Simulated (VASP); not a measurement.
# Zn4SeS3 in VASP: further runs

Zn4SeS3 is run at these levels: PBE; tasks: relaxation of the atoms, relaxation of cell and atoms.

All numbers are computed with VASP 6.6.1; they aren't measurements. Logs are shortened: lines on timing, memory, paths and dates and some standing lists are left out, and cuts for length are marked.

## 1. The cell of the first run

The structure is cubic, space group P-43m (No. 215). The conventional cell has a = 5.345 Å, b = 5.345 Å, c = 5.345 Å, α = 90.00°, β = 90.00°, γ = 90.00°. Zn (site symmetry 3m) has 3 S at 2.29 Å and 1 Se at 2.38 Å within 3.0 Å. Se (site symmetry -43m) has 4 Zn at 2.38 Å within 3.1 Å. Within 3.0 Å of S (site symmetry -42m) lie 4 Zn at 2.29 Å.

## 2. Relaxation of the atoms, PBE (19.09 Å³/atom)

Contents of INCAR:

```
PREC = Accurate
ENCUT = 520
EDIFF = 1E-7
ISMEAR = 0
SIGMA = 0.02
LREAL = F
LASPH = T
NELM = 80
ALGO = Normal
ISIF = 2
LWAVE = F
LCHARG = F
GGA = PE
IBRION = 2
NSW = 50
EDIFFG = -0.01
KPAR = 4
```

Contents of KPOINTS:

```
Automatic mesh
0
Gamma
  6 6 6
```

Contents of POSCAR:

```
Zn4SeS3
1.0
    5.3448796794      0.0000000000      0.0000000000
    0.0000000000      5.3448796794      0.0000000000
    0.0000000000      0.0000000000      5.3448796794
Zn Se S
4 1 3
Direct
    0.7433896637      0.7433896637      0.7433896637
    0.7433896637      0.2566103363      0.2566103363
    0.2566103363      0.7433896637      0.2566103363
    0.2566103363      0.2566103363      0.7433896637
    0.0000000000      0.0000000000      0.0000000000
    0.5000000000      0.5000000000      0.0000000000
    0.5000000000      0.0000000000      0.5000000000
    0.0000000000      0.5000000000      0.5000000000
```

Potentials or basis: VASP PAW PBE potentials, release 64 (Zn, Se, S).

The run is started by

```bash
cat potpaw_PBE.64/Zn/POTCAR potpaw_PBE.64/Se/POTCAR potpaw_PBE.64/S/POTCAR > POTCAR
mpirun -np 4 vasp_std > vasp.out
```

OUTCAR:

```text
PREC = Accurate
   ENCUT = 520
   EDIFF = 1E-7
   ISMEAR = 0
   LREAL = F
   LASPH = T
   NELM = 80
   ISIF = 2
   GGA = PE
   IBRION = 2
   NSW = 50
   EDIFFG = -0.01

 ion  position               nearest neighbor table
   1  0.743  0.743  0.743-   6 2.29   7 2.29   8 2.29   5 2.38
   2  0.743  0.257  0.257-   6 2.29   7 2.29   8 2.29   5 2.38
   3  0.257  0.743  0.257-   6 2.29   7 2.29   8 2.29   5 2.38
   4  0.257  0.257  0.743-   6 2.29   7 2.29   8 2.29   5 2.38
   5  0.000  0.000  0.000-   1 2.38   2 2.38   3 2.38   4 2.38
   6  0.500  0.500  0.000-   1 2.29   2 2.29   3 2.29   4 2.29
   7  0.500  0.000  0.500-   1 2.29   2 2.29   3 2.29   4 2.29
   8  0.000  0.500  0.500-   1 2.29   2 2.29   3 2.29   4 2.29

  LATTYP: Found a simple cubic cell.
 ALAT       =     5.3448796794

  Lattice vectors:

 A1 = (   5.3448796794,   0.0000000000,   0.0000000000)
 A2 = (   0.0000000000,   5.3448796794,   0.0000000000)
 A3 = (   0.0000000000,   0.0000000000,   5.3448796794)

Analysis of symmetry for initial positions (statically):
=====================================================================
 Subroutine PRICEL returns:
 Original cell was already a primitive cell.

 Routine SETGRP: Setting up the symmetry group for a
 simple cubic supercell.

 Subroutine GETGRP returns: Found 24 space group operations
 (whereof 24 operations were pure point group operations)
 out of a pool of 48 trial point group operations.

The static configuration has the point symmetry T_d .

Analysis of symmetry for dynamics (positions and initial velocities):
=====================================================================
 Subroutine PRICEL returns:
 Original cell was already a primitive cell.

 Routine SETGRP: Setting up the symmetry group for a
 simple cubic supercell.

 Subroutine GETGRP returns: Found 24 space group operations
 (whereof 24 operations were pure point group operations)
 out of a pool of 48 trial point group operations.

The dynamic configuration has the point symmetry T_d .

 Subroutine INISYM returns: Found 24 space group operations
 (whereof 24 operations are pure point group operations),
 and found     1 'primitive' translations

----------------------------------------------------------------------------------------

                                     Primitive cell

  volume of cell :     152.6911

  direct lattice vectors                    reciprocal lattice vectors
     5.344879679  0.000000000  0.000000000     0.187094951  0.000000000  0.000000000
     0.000000000  5.344879679  0.000000000     0.000000000  0.187094951  0.000000000
     0.000000000  0.000000000  5.344879679     0.000000000  0.000000000  0.187094951

  length of vectors
     5.344879679  5.344879679  5.344879679     0.187094951  0.187094951  0.187094951

  position of ions in fractional coordinates (direct lattice)
     0.743389664  0.743389664  0.743389664
     0.743389664  0.256610336  0.256610336
     0.256610336  0.743389664  0.256610336
     0.256610336  0.256610336  0.743389664
     0.000000000  0.000000000  0.000000000
     0.500000000  0.500000000  0.000000000
     0.500000000  0.000000000  0.500000000
     0.000000000  0.500000000  0.500000000

  ion indices of the primitive-cell ions
   primitive index   ion index
                 1           1
                 2           2
                 3           3
                 4           4
                 5           5
                 6           6
                 7           7
                 8           8

----------------------------------------------------------------------------------------

 KPOINTS: Automatic mesh

Automatic generation of k-mesh.
 Grid dimensions read from file:
 generate k-points for:    6    6    6

 Generating k-lattice:

  Cartesian coordinates                     Fractional coordinates (reciprocal lattice)
     0.031182492  0.000000000  0.000000000     0.166666667  0.000000000  0.000000000
     0.000000000  0.031182492  0.000000000     0.000000000  0.166666667  0.000000000
     0.000000000  0.000000000  0.031182492     0.000000000  0.000000000  0.166666667

  Length of vectors
     0.031182492  0.031182492  0.031182492

  Shift w.r.t. Gamma in fractional coordinates (k-lattice)
     0.000000000  0.000000000  0.000000000

 Subroutine IBZKPT returns following result:
 ===========================================

 Found     20 irreducible k-points:

 Following reciprocal coordinates:
            Coordinates               Weight
  0.000000  0.000000  0.000000      1.000000
  0.166667  0.000000  0.000000      6.000000
  0.333333  0.000000  0.000000      6.000000
  0.500000  0.000000  0.000000      3.000000
  0.166667  0.166667  0.000000     12.000000
  0.333333  0.166667  0.000000     24.000000
[... 12 lines left out ...]
  0.500000  0.500000  0.333333      6.000000
  0.500000  0.500000  0.500000      1.000000
   k-points           NKPTS =     20   k-points in BZ     NKDIM =     20   number of bands    NBANDS=     43
   number of dos      NEDOS =    301   number of ions     NIONS =      8
   total plane-waves  NPLWV =  64000
   dimension x,y,z NGX =    40 NGY =   40 NGZ =   40
   dimension x,y,z NGXF=    80 NGYF=   80 NGZF=   80
   ions per type =               4   1   3
   NGX,Y,Z   is equivalent  to a cutoff of  12.44, 12.44, 12.44 a.u.
   NGXF,Y,Z  is equivalent  to a cutoff of  24.88, 24.88, 24.88 a.u.
 SYSTEM =  unknown system
   PREC   = accura    normal or accurate (medium, high low for compatibility)
   ISTART =      0    job   : 0-new  1-cont  2-samecut
   ICHARG =      2    charge: 1-file 2-atom 10-const
   ISPIN  =      1    spin polarized calculation?
   LNONCOLLINEAR =      F non collinear calculations
   LSORBIT =      F    spin-orbit coupling
   LASPH  =      T    aspherical Exc in radial PAW
   ENCUT  =  520.0 eV  38.22 Ry    6.18 a.u.   9.94  9.94  9.94*2*pi/ulx,y,z
   NELM   =     80;   NELMIN=  2; NELMDL= -5     # of ELM steps
   EDIFF  = 0.1E-06   stopping-criterion for ELM
   LREAL  =      F    real-space projection
   EDIFFG = -.1E-01   stopping-criterion for IOM
   NSW    =     50    number of steps for IOM
   IBRION =      2    ionic relax: 0-MD 1-quasi-New 2-CG
   NFREE  =      1    steps in history (QN), initial steepest desc. (CG)
   ISIF   =      2    stress and relaxation
   ISYM   =      2    0-nonsym 1-usesym 2-fastsym
   POTIM  = 0.5000    time-step for ionic-motion
   TEBEG  =    0.0;   TEEND  =   0.0 temperature during run
   PSTRESS=    0.0 pullay stress
   NELECT =      72.0000    total number of electrons
   NUPDOWN=      -1.0000    fix difference up-down
   EMIN   =  10.00;   EMAX   =-10.00  energy-range for DOS
   EFERMI =   0.00;   METHOD = LEGACY
   ISMEAR =     0;   SIGMA  =   0.02  broadening in eV -4-tet -1-fermi 0-gaus
   EFERMI_NEDOS =   21; number of points for ismear=-14 and -15
   IALGO  =     38    algorithm
   IMIX   =      4    mixing-type and parameters
     AMIX     =   0.40;   BMIX     =  1.00
     AMIX_MAG =   1.60;   BMIX_MAG =  1.00
  volume/ion in A,a.u.               =      19.09       128.80
  Fermi-wavevector in a.u.,A,eV,Ry     =   1.274230  2.407945 22.091254  1.623661
  Thomas-Fermi vector in A             =   2.407009
   LORBIT       =      0    0 simple, 1 ext, 2 COOP (PROOUT), +10 PAW based schemes
   GGA     = PE    functional components
   LHFCALC =     F    Hartree Fock is set to
   AEXX    =    0.0000 exact exchange contribution
   IVDW    =     0    specifies the selected vdW correction
   LEPSILON=     F    determine dielectric tensor
   LRPA    =     F    only Hartree local field effects (RPA)
 conjugate gradient relaxation of ions
 non-spin polarized calculation
 Gauss-broadening in eV      SIGMA  =   0.02
  energy-cutoff  :      520.00
  volume of cell :      152.69
 maximum number of plane-waves:      4224
 NGX is ok and might be reduce to    40
   NGX = 19   NGY = 19   NGZ = 19

--------------------------------------- Ionic step        1  -------------------------------------------

 number of electron      71.9999924 magnetization

 Free energy of the ion-electron system (eV)
  ---------------------------------------------------
  ext. energy  EPLUGINS =         0.00000000
  ---------------------------------------------------
  free energy    TOTEN  =       -26.17308627 eV

  energy without entropy =      -26.17308627  energy(sigma->0) =      -26.17308627

------------------------ aborting loop because EDIFF is reached ----------------------------------------

  FORCE on cell =-STRESS in cart. coord.  units (eV):
  Direction    XX          YY          ZZ          XY          YZ          ZX
  --------------------------------------------------------------------------------------
  -------------------------------------------------------------------------------------
  Total        7.5422442      7.5422442      7.5422442     -0.0000000     -0.0000000     -0.0000000
  in kB       79.1402421     79.1402421     79.1402421     -0.0000000     -0.0000000     -0.0000000
  external PRESSURE =      79.1402421 kB  Pullay stress =       0.0000000 kB

 VOLUME and BASIS-vectors are now :
 -----------------------------------------------------------------------------
  energy-cutoff  :      520.00
  volume of cell :      152.69
      direct lattice vectors                 reciprocal lattice vectors
     5.344879679  0.000000000  0.000000000     0.187094951  0.000000000  0.000000000
     0.000000000  5.344879679  0.000000000     0.000000000  0.187094951  0.000000000
     0.000000000  0.000000000  5.344879679     0.000000000  0.000000000  0.187094951
[... 43 lines left out ...]
 POSITION                                       TOTAL-FORCE (eV/Angst)
 -----------------------------------------------------------------------------------
      3.97236      3.97236      3.97236        -0.008154     -0.008154     -0.008154
      3.97236      1.37251      1.37251        -0.008154      0.008154      0.008154
      1.37251      3.97236      1.37251         0.008154     -0.008154      0.008154
      1.37251      1.37251      3.97236         0.008154      0.008154     -0.008154
      0.00000      5.34488      5.34488         0.000000     -0.000000     -0.000000
      2.67244      2.67244      5.34488         0.000000     -0.000000     -0.000000
      2.67244      5.34488      2.67244         0.000000     -0.000000     -0.000000
      5.34488      2.67244      2.67244         0.000000     -0.000000     -0.000000
 -----------------------------------------------------------------------------------
    total drift:                               -0.000000     -0.000000     -0.000000

  FREE ENERGIE OF THE ION-ELECTRON SYSTEM (eV)
  ---------------------------------------------------
  free  energy   TOTEN  =       -26.1732486944 eV

  energy  without entropy=      -26.1732486944  energy(sigma->0) =      -26.17324869

--------------------------------------- Ionic step        3  -------------------------------------------

 number of electron      71.9999924 magnetization

 Free energy of the ion-electron system (eV)
  ---------------------------------------------------
  ext. energy  EPLUGINS =         0.00000000
  ---------------------------------------------------
  free energy    TOTEN  =       -26.17328083 eV

  energy without entropy =      -26.17328083  energy(sigma->0) =      -26.17328083

 E-fermi :   2.7885     XC(G=0):  -9.8815

 val. band max:        2.6589768438   @ k =   0.0000   0.0000   0.0000
 cond. band min:       4.7568944533   @ k =   0.0000   0.0000   0.0000
 fundamental gap:      2.0979176095
 Fermi energy:         2.7885413545

 k-point     1 :       0.0000    0.0000    0.0000
  band No.  band energies     occupation
      1     -11.0347      2.00000
      2      -9.7011      2.00000
      3      -9.7011      2.00000
      4      -9.5840      2.00000
      5      -4.1419      2.00000
      6      -4.1419      2.00000
[... 931 lines left out ...]
 POSITION                                       TOTAL-FORCE (eV/Angst)
 -----------------------------------------------------------------------------------
      3.97170      3.97170      3.97170         0.000015      0.000015      0.000015
      3.97170      1.37318      1.37318         0.000015     -0.000015     -0.000015
      1.37318      3.97170      1.37318        -0.000015      0.000015     -0.000015
      1.37318      1.37318      3.97170        -0.000015     -0.000015      0.000015
      0.00000      0.00000      0.00000        -0.000000      0.000000      0.000000
      2.67244      2.67244      0.00000        -0.000000     -0.000000      0.000000
      2.67244      0.00000      2.67244        -0.000000      0.000000      0.000000
      0.00000      2.67244      2.67244        -0.000000     -0.000000      0.000000
 -----------------------------------------------------------------------------------
    total drift:                               -0.000000     -0.000000     -0.000000

  FREE ENERGIE OF THE ION-ELECTRON SYSTEM (eV)
  ---------------------------------------------------
  free  energy   TOTEN  =       -26.1732808265 eV

  energy  without entropy=      -26.1732808265  energy(sigma->0) =      -26.17328083

 reached required accuracy - stopping structural energy minimisation
```

Run time: 2.3 min. Hardware: 4 MPI ranks of AMD EPYC 7R43 (Zen 3), shared host; peak memory 0.29 GiB.

What came out:

- Free energy: -26.1733 eV
- Energy gained by relaxing: 0.0 meV/atom
- Ionic steps: 3
- Pressure after relaxing: 7.9 GPa
- Band gap on the k mesh: 2.10 eV

The path:
| step | energy change (eV) | largest force (eV/Å) | pressure (GPa) |
| --- | --- | --- | --- |
| 1 | 0.0000 | 0.0346 | 7.91 |
| 2 | -0.0002 | 0.0141 | 7.91 |
| 3 | -0.0002 | 0.0000 | 7.90 |

Final structure:
```xyz
8
Lattice="5.3449 0.0000 0.0000 0.0000 5.3449 0.0000 0.0000 0.0000 5.3449" Properties=species:S:1:pos:R:3 pbc="T T T"
Zn    3.9717    3.9717    3.9717
Zn    3.9717    1.3732    1.3732
Zn    1.3732    3.9717    1.3732
Zn    1.3732    1.3732    3.9717
Se    0.0000    0.0000    0.0000
S     2.6724    2.6724    0.0000
S     2.6724    0.0000    2.6724
S     0.0000    2.6724    2.6724
```

## 3. Relaxation of the atoms, PBE (19.72 Å³/atom)

This run uses another cell than the first one, of 19.72 Å³/atom.

Contents of INCAR:

```
ALGO     = Normal         # electronic algorithm
EDIFF    = 1E-6           # SCF threshold, eV
EDIFFG   = -0.01          # ionic threshold
ENCUT    = 520            # plane-wave cutoff, eV
GGA      = PE             # functional
IBRION   = 2              # ionic algorithm
ISIF     = 2              # what is computed and relaxed
ISMEAR   = 0              # smearing method
KPAR     = 4            
LASPH    = True           # aspherical terms in the spheres
LCHARG   = False          # write CHGCAR
LREAL    = False          # projectors in reciprocal space
LWAVE    = False          # write WAVECAR
NELM     = 80             # most SCF steps
NSW      = 50             # ionic steps
PREC     = Accurate       # precision mode
SIGMA    = 0.02           # smearing width, eV
```

Contents of KPOINTS:

```
k-points
0
Gamma
  6 6 6
```

Contents of POSCAR:

```
Zn4SeS3
1.0
    5.4029807495      0.0000000000      0.0000000000
    0.0000000000      5.4029807495      0.0000000000
    0.0000000000      0.0000000000      5.4029807495
Zn Se S
4 1 3
Direct
    0.7436060000      0.7436060000      0.7436060000
    0.7436060000      0.2563940000      0.2563940000
    0.2563940000      0.7436060000      0.2563940000
    0.2563940000      0.2563940000      0.7436060000
    0.0000000000      0.0000000000      0.0000000000
    0.5000000000      0.5000000000      0.0000000000
    0.5000000000      0.0000000000      0.5000000000
    0.0000000000      0.5000000000      0.5000000000
```

Potentials or basis: VASP PAW PBE potentials, release 64 (Zn, Se, S).

The run is started by

```bash
cat potpaw_PBE.64/Zn/POTCAR potpaw_PBE.64/Se/POTCAR potpaw_PBE.64/S/POTCAR > POTCAR
mpirun -np 4 vasp_std > vasp.out
```

It took 61 s on 4 MPI ranks of Intel Xeon Platinum 8259CL at 2.50GHz (Skylake/Cascade Lake), shared host; peak memory 0.32 GiB.

The run converged. Its results:

* Free energy: -26.3738 eV
* Energy gained by relaxing: 0.0 meV/atom
* Ionic steps: 3
* Pressure after relaxing: 4.9 GPa
* Band gap on the k mesh: 1.98 eV

The path:
| step | energy change (eV) | largest force (eV/Å) | pressure (GPa) |
| --- | --- | --- | --- |
| 1 | 0.0000 | 0.0384 | 4.89 |
| 2 | -0.0002 | 0.0178 | 4.90 |
| 3 | -0.0003 | 0.0003 | 4.90 |

Final structure:
```cif
data_structure
_symmetry_space_group_name_H-M 'P 1'
_symmetry_Int_Tables_number 1
_cell_length_a 5.4030
_cell_length_b 5.4030
_cell_length_c 5.4030
_cell_angle_alpha 90.000
_cell_angle_beta 90.000
_cell_angle_gamma 90.000
_cell_volume 157.72
loop_
_atom_site_label
_atom_site_type_symbol
_atom_site_fract_x
_atom_site_fract_y
_atom_site_fract_z
_atom_site_occupancy
Zn1 Zn 0.74324 0.74324 0.74324 1
Zn2 Zn 0.74324 0.25676 0.25676 1
Zn3 Zn 0.25676 0.74324 0.25676 1
Zn4 Zn 0.25676 0.25676 0.74324 1
Se1 Se 0.00000 0.00000 0.00000 1
S1 S 0.50000 0.50000 0.00000 1
S2 S 0.50000 0.00000 0.50000 1
S3 S 0.00000 0.50000 0.50000 1
```

Levels at points of the mesh, in eV from the valence-band top:
```csv
k point,band 34,band 35,band 36,band 37,band 38,band 39
"(0.00, 0.00, 0.00)",0.00,0.00,0.00,1.98,2.98,3.31
"(0.50, 0.00, 0.00)",-1.52,-1.15,-1.15,4.16,4.26,4.50
"(0.50, 0.50, 0.00)",-1.10,-0.80,-0.80,4.60,4.60,4.84
"(0.50, 0.50, 0.50)",-0.64,-0.64,-0.64,3.09,3.09,3.09
```

(Continued in part 2 of 2.)
